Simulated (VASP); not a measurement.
# CdS3 (P6_3/mmc) in VASP: density of states with PBE

Aim: the density of states of CdS3 with PBE.

All numbers are computed with VASP 6.6.1; they aren't measurements. Logs are shortened: lines on timing, memory, paths and dates and some standing lists are left out, and cuts for length are marked.

### 1 The cell of the first run

The structure is hexagonal, space group P6_3/mmc (No. 194). Conventional cell: a = 6.936 Å, b = 6.936 Å, c = 6.730 Å, α = 90.00°, β = 90.00°, γ = 120.00°. Cd (site symmetry -6m2) has 12 S at 3.56 to 3.58 Å within 4.7 Å. S (site symmetry mm2) has 2 S at 2.10 Å within 2.8 Å.

### 2 Density of states, PBE

Input file POSCAR:

```
CdS3
1.0
    6.9356152869      0.0000000000      0.0000000000
   -3.4678076435      6.0064190293      0.0000000000
    0.0000000000      0.0000000000      6.7300665080
Cd S
2 6
Direct
    0.3333333333      0.6666666667      0.7500000000
    0.6666666667      0.3333333333      0.2500000000
    0.2325583181      0.4651166361      0.2500000000
    0.5348833639      0.7674416819      0.2500000000
    0.2325583181      0.7674416819      0.2500000000
    0.7674416819      0.5348833639      0.7500000000
    0.4651166361      0.2325583181      0.7500000000
    0.7674416819      0.2325583181      0.7500000000
```

Input file INCAR.step1:

```
ALGO = Normal
EDIFF = 1E-6
ENCUT = 400
GGA = PE
GGA_COMPAT = F
ISIF = 2
ISMEAR = 0
LASPH = T
LCHARG = T
LORBIT = 11
LREAL = F
LWAVE = F
NBANDS = 40
NEDOS = 2001
NELM = 120
PREC = Accurate
SIGMA = 0.02
```

Input file KPOINTS.step1:

```
k-points
0
Gamma
  6 6 4
```

Input file INCAR.step2:

```
ALGO = Normal
EDIFF = 1E-6
ENCUT = 400
GGA = PE
GGA_COMPAT = F
ICHARG = 11
ISIF = 2
ISMEAR = -5
LASPH = T
LCHARG = F
LORBIT = 11
LREAL = F
LWAVE = F
NBANDS = 40
NEDOS = 2001
NELM = 120
PREC = Accurate
SIGMA = 0.02
```

Input file KPOINTS.step2:

```
k-points
0
Gamma
  9 9 6
```

Potentials or basis: VASP PAW PBE potentials, release 64 (Cd, S).

Command:

```sh
$ cat potpaw_PBE.64/Cd/POTCAR potpaw_PBE.64/S/POTCAR > POTCAR
$ cp INCAR.step1 INCAR
$ cp KPOINTS.step1 KPOINTS
$ mpirun -np 1 vasp_std > vasp.out
$ cp INCAR.step2 INCAR
$ cp KPOINTS.step2 KPOINTS
$ mpirun -np 1 vasp_std > vasp.out
```

OUTCAR:

```text
EDIFF = 1E-6
   ENCUT = 400
   GGA = PE
   ICHARG = 11
   ISIF = 2
   ISMEAR = -5
   LASPH = T
   LORBIT = 11
   LREAL = F
   NELM = 120
   PREC = Accurate

 ion  position               nearest neighbor table
   1  0.333  0.667  0.750-
   2  0.667  0.333  0.250-
   3  0.233  0.465  0.250-   4 2.10   5 2.10
   4  0.535  0.767  0.250-   3 2.10   5 2.10
   5  0.233  0.767  0.250-   3 2.10   4 2.10
   6  0.767  0.535  0.750-   7 2.10   8 2.10
   7  0.465  0.233  0.750-   6 2.10   8 2.10
   8  0.767  0.233  0.750-   6 2.10   7 2.10

  LATTYP: Found a hexagonal cell.
 ALAT       =     6.9356152869
 C/A-ratio  =     0.9703632958

  Lattice vectors:

 A1 = (   6.9356152869,   0.0000000000,   0.0000000000)
 A2 = (  -3.4678076435,   6.0064190293,   0.0000000000)
 A3 = (   0.0000000000,   0.0000000000,   6.7300665080)

Analysis of symmetry for initial positions (statically):
=====================================================================
 Subroutine PRICEL returns:
 Original cell was already a primitive cell.

 Routine SETGRP: Setting up the symmetry group for a
 hexagonal supercell.

 Subroutine GETGRP returns: Found 24 space group operations
 (whereof 12 operations were pure point group operations)
 out of a pool of 24 trial point group operations.

The static configuration has the point symmetry D_3d.
 The point group associated with its full space group is D_6h.

Analysis of symmetry for dynamics (positions and initial velocities):
=====================================================================
 Subroutine PRICEL returns:
 Original cell was already a primitive cell.

 Routine SETGRP: Setting up the symmetry group for a
 hexagonal supercell.

 Subroutine GETGRP returns: Found 24 space group operations
 (whereof 12 operations were pure point group operations)
 out of a pool of 24 trial point group operations.

The dynamic configuration has the point symmetry D_3d.
 The point group associated with its full space group is D_6h.

 Subroutine INISYM returns: Found 24 space group operations
 (whereof 12 operations are pure point group operations),
 and found     1 'primitive' translations

----------------------------------------------------------------------------------------

                                     Primitive cell

  volume of cell :     280.3625

  direct lattice vectors                    reciprocal lattice vectors
     6.935615287  0.000000000  0.000000000     0.144183314  0.083244275  0.000000000
    -3.467807644  6.006419029  0.000000000     0.000000000  0.166488551  0.000000000
     0.000000000  0.000000000  6.730066508     0.000000000  0.000000000  0.148586942

  length of vectors
     6.935615287  6.935615287  6.730066508     0.166488551  0.166488551  0.148586942

  position of ions in fractional coordinates (direct lattice)
     0.333333333  0.666666667  0.750000000
     0.666666667  0.333333333  0.250000000
     0.232558318  0.465116636  0.250000000
     0.534883364  0.767441682  0.250000000
     0.232558318  0.767441682  0.250000000
     0.767441682  0.534883364  0.750000000
     0.465116636  0.232558318  0.750000000
     0.767441682  0.232558318  0.750000000

  ion indices of the primitive-cell ions
   primitive index   ion index
                 1           1
                 2           2
                 3           3
                 4           4
                 5           5
                 6           6
                 7           7
                 8           8

----------------------------------------------------------------------------------------

 KPOINTS: k-points

Automatic generation of k-mesh.
 Grid dimensions read from file:
 generate k-points for:    9    9    6

 Generating k-lattice:

  Cartesian coordinates                     Fractional coordinates (reciprocal lattice)
     0.016020368  0.009249364  0.000000000     0.111111111  0.000000000  0.000000000
     0.000000000  0.018498728  0.000000000     0.000000000  0.111111111  0.000000000
     0.000000000  0.000000000  0.024764490     0.000000000  0.000000000  0.166666667

  Length of vectors
     0.018498728  0.018498728  0.024764490

  Shift w.r.t. Gamma in fractional coordinates (k-lattice)
     0.000000000  0.000000000  0.000000000

 TETIRR: Found    492 inequivalent tetrahedra from     2916

 Subroutine IBZKPT returns following result:
 ===========================================

 Found     48 irreducible k-points:

 Following reciprocal coordinates:
            Coordinates               Weight
  0.000000  0.000000  0.000000      1.000000
  0.111111 -0.000000  0.000000      6.000000
  0.222222 -0.000000  0.000000      6.000000
  0.333333 -0.000000  0.000000      6.000000
  0.444444 -0.000000  0.000000      6.000000
  0.111111  0.111111  0.000000      6.000000
[... 16 lines left out ...]
  0.333333  0.222222  0.166667     24.000000
  0.333333  0.333333  0.166667      4.000000
 [... further k-points ...]
   k-points           NKPTS =     48   k-points in BZ     NKDIM =     48   number of bands    NBANDS=     40
   number of dos      NEDOS =   2001   number of ions     NIONS =      8
   total plane-waves  NPLWV = 110592
   dimension x,y,z NGX =    48 NGY =   48 NGZ =   48
   dimension x,y,z NGXF=    96 NGYF=   96 NGZF=   96
   ions per type =               2   6
   NGX,Y,Z   is equivalent  to a cutoff of  11.51, 11.51, 11.86 a.u.
   NGXF,Y,Z  is equivalent  to a cutoff of  23.01, 23.01, 23.71 a.u.
 SYSTEM =  unknown system
   PREC   = accura    normal or accurate (medium, high low for compatibility)
   ISTART =      0    job   : 0-new  1-cont  2-samecut
   ICHARG =     11    charge: 1-file 2-atom 10-const
   ISPIN  =      1    spin polarized calculation?
   LNONCOLLINEAR =      F non collinear calculations
   LSORBIT =      F    spin-orbit coupling
   LASPH  =      T    aspherical Exc in radial PAW
   ENCUT  =  400.0 eV  29.40 Ry    5.42 a.u.  11.31 11.31 10.98*2*pi/ulx,y,z
   NELM   =    120;   NELMIN=  2; NELMDL=  0     # of ELM steps
   EDIFF  = 0.1E-05   stopping-criterion for ELM
   LREAL  =      F    real-space projection
   EDIFFG = 0.1E-04   stopping-criterion for IOM
   NSW    =      0    number of steps for IOM
   IBRION =     -1    ionic relax: 0-MD 1-quasi-New 2-CG
   NFREE  =      0    steps in history (QN), initial steepest desc. (CG)
   ISIF   =      2    stress and relaxation
   ISYM   =      2    0-nonsym 1-usesym 2-fastsym
   POTIM  = 0.5000    time-step for ionic-motion
   TEBEG  =    0.0;   TEEND  =   0.0 temperature during run
   PSTRESS=    0.0 pullay stress
   NELECT =      60.0000    total number of electrons
   NUPDOWN=      -1.0000    fix difference up-down
   EMIN   =  10.00;   EMAX   =-10.00  energy-range for DOS
   EFERMI =   0.00;   METHOD = LEGACY
   ISMEAR =    -5;   SIGMA  =   0.02  broadening in eV -4-tet -1-fermi 0-gaus
   EFERMI_NEDOS =   21; number of points for ismear=-14 and -15
   IALGO  =     38    algorithm
   IMIX   =      4    mixing-type and parameters
     AMIX     =   0.40;   BMIX     =  1.00
     AMIX_MAG =   1.60;   BMIX_MAG =  1.00
  volume/ion in A,a.u.               =      35.05       236.50
  Fermi-wavevector in a.u.,A,eV,Ry     =   0.979231  1.850479 13.046542  0.958894
  Thomas-Fermi vector in A             =   2.110068
   LORBIT       =     11    0 simple, 1 ext, 2 COOP (PROOUT), +10 PAW based schemes
   GGA     = PE    functional components
   LHFCALC =     F    Hartree Fock is set to
   AEXX    =    0.0000 exact exchange contribution
   IVDW    =     0    specifies the selected vdW correction
   LEPSILON=     F    determine dielectric tensor
   LRPA    =     F    only Hartree local field effects (RPA)
 non-spin polarized calculation
 Fermi weights with tetrahedron method with Bloechl corrections
  energy-cutoff  :      400.00
  volume of cell :      280.36
 maximum number of plane-waves:      5116
 NGX is ok and might be reduce to    48

 number of electron      60.0000023 magnetization

 Free energy of the ion-electron system (eV)
  ---------------------------------------------------
  ext. energy  EPLUGINS =         0.00000000
  ---------------------------------------------------
  free energy    TOTEN  =       -22.40972440 eV

  energy without entropy =      -22.40972440  energy(sigma->0) =      -22.40972440

 E-fermi :   0.3089     XC(G=0):  -7.2857

 val. band max:        0.2979578093   @ k =   0.0000   0.0000   0.5000
 cond. band min:       1.2433915857   @ k =   0.4444  -0.0000   0.0000
 fundamental gap:      0.9454337764
 Fermi energy:         0.3089398844

 k-point     1 :       0.0000    0.0000    0.0000
  band No.  band energies     occupation
      1     -17.0459      2.00000
      2     -16.9982      2.00000
      3     -11.2919      2.00000
      4     -11.2919      2.00000
      5     -11.2767      2.00000
      6     -11.2767      2.00000
[... 32 lines left out ...]
     39       5.3236      0.00000
     40       5.4080      0.00000

 k-point     2 :       0.1111   -0.0000    0.0000
  band No.  band energies     occupation
      1     -17.0443      2.00000
      2     -16.9992      2.00000
      3     -11.3047      2.00000
      4     -11.3034      2.00000
      5     -11.2700      2.00000
      6     -11.2654      2.00000
[... 935 lines left out ...]
     39       5.4271      0.00000
     40       5.4377      0.00000

 k-point    24 :       0.3333    0.3333    0.1667
  band No.  band energies     occupation
      1     -17.0186      2.00000
      2     -17.0186      2.00000
      3     -11.3700      2.00000
      4     -11.2939      2.00000
      5     -11.2939      2.00000
      6     -11.2418      2.00000
[... 32 lines left out ...]
     39       5.4431      0.00000
     40       5.4436      0.00000

 [... further k-points ...]
[... 5 lines left out ...]
  --------------------------------------------------------------------------------------
  -------------------------------------------------------------------------------------
  Total       -0.9724616     -0.9724616     -0.2035436      0.0000000     -0.0000000      0.0000000
  in kB       -5.5572903     -5.5572903     -1.1631830      0.0000000     -0.0000000      0.0000000
  external PRESSURE =      -4.0925879 kB  Pullay stress =       0.0000000 kB

 VOLUME and BASIS-vectors are now :
 -----------------------------------------------------------------------------
  energy-cutoff  :      400.00
  volume of cell :      280.36
      direct lattice vectors                 reciprocal lattice vectors
     6.935615287  0.000000000  0.000000000     0.144183314  0.083244275  0.000000000
    -3.467807644  6.006419029  0.000000000     0.000000000  0.166488551  0.000000000
     0.000000000  0.000000000  6.730066508     0.000000000  0.000000000  0.148586942

 POSITION                                       TOTAL-FORCE (eV/Angst)
 -----------------------------------------------------------------------------------
     -0.00000      4.00428      5.04755         0.000000      0.000000     -0.000000
      3.46781      2.00214      1.68252         0.000000      0.000000      0.000000
      0.00000      2.79369      1.68252        -0.000000      0.206598     -0.000000
      1.04841      4.60958      1.68252        -0.178919     -0.103299      0.000000
     -1.04841      4.60958      1.68252         0.178919     -0.103299      0.000000
      3.46781      3.21273      5.04755         0.000000     -0.206598      0.000000
      2.41940      1.39684      5.04755         0.178919      0.103299     -0.000000
      4.51621      1.39684      5.04755        -0.178919      0.103299     -0.000000
 -----------------------------------------------------------------------------------
    total drift:                                0.000000     -0.000000      0.000000

  FREE ENERGIE OF THE ION-ELECTRON SYSTEM (eV)
  ---------------------------------------------------
  free  energy   TOTEN  =       -22.4097244026 eV

  energy  without entropy=      -22.4097244026  energy(sigma->0) =      -22.40972440

 total charge

# of ion       s       p       d       tot
------------------------------------------
    1        0.728   0.027   9.519  10.274
    2        0.728   0.027   9.519  10.274
    3        1.385   2.211   0.000   3.596
    4        1.385   2.211   0.000   3.596
    5        1.385   2.211   0.000   3.596
    6        1.385   2.211   0.000   3.596
    7        1.385   2.211   0.000   3.596
    8        1.385   2.211   0.000   3.596
--------------------------------------------------
tot          9.765  13.321  19.038  42.124
```

It took 3.6 min on 1 thread of Intel Xeon 6975P-C (Granite Rapids), shared host; peak memory 0.47 GiB.

What came out:

```yaml
Valence_electrons_inside_the_program's_atomic_spheres: Cd 10.27; S 3.60
```
